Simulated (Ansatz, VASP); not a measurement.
Two plane-wave programs on WSe

```xyz
4
Lattice="4.0373 0.0000 0.0000 -2.0186 3.4964 0.0000 0.0000 0.0000 6.7531" Properties=species:S:1:pos:R:3 pbc="T T T"
W     0.0000    0.0000    0.0000
W     0.0000    0.0000    3.3766
Se    0.0000    2.3309    1.6883
Se    2.0186    1.1655    5.0649
```

Alike in both runs: functional r2SCAN; k mesh 12 × 12 × 6; occupations gaussian, width 0.1 eV; collinear spin; Hubbard terms W d U = 6.2 eV.

Ansatz relaxed the structure, and its values are those at the end. VASP's run is a single point on that final structure, the one shown.

```csv
,VASP,Ansatz
version,VASP 6.6.1,Ansatz 0.2.0
potentials or method,"VASP PAW PBE potentials, release 64 (W_sv, Se), cutoff 520 eV","scalar-relativistic, plane waves, PAW"
valence electrons in the cell,40,60
```

VASP gave:

```
gap on the k mesh at the Fermi level (eV)                     : none
pressure (GPa)                                                : -1.9
net moment per atom (μB)                                      : 2.00
size of the moment on the site where the two differ most (μB) : 0.11
```

Question: Which values does Ansatz return?

Answer: gap on the k mesh at the Fermi level (eV): none; pressure (GPa): 0.0; net moment per atom (μB): 2.00; size of the moment on the site where the two differ most (μB): 0.27.

VASP's potentials were made for PBE, not for r2SCAN. Site moments also hang on the region over which each program counts them. The programs project onto different local orbitals, so the same U acts differently, and such runs can settle in different states. A gap of «none» marks a metal or a gap that the smearing closes. VASP's potentials hold 40 valence electrons a cell and Ansatz's 60, so a difference there can come from the potentials and not from the codes. Ansatz's warnings: filled band counts differ across k points.

Neither program's run includes spin-orbit coupling.
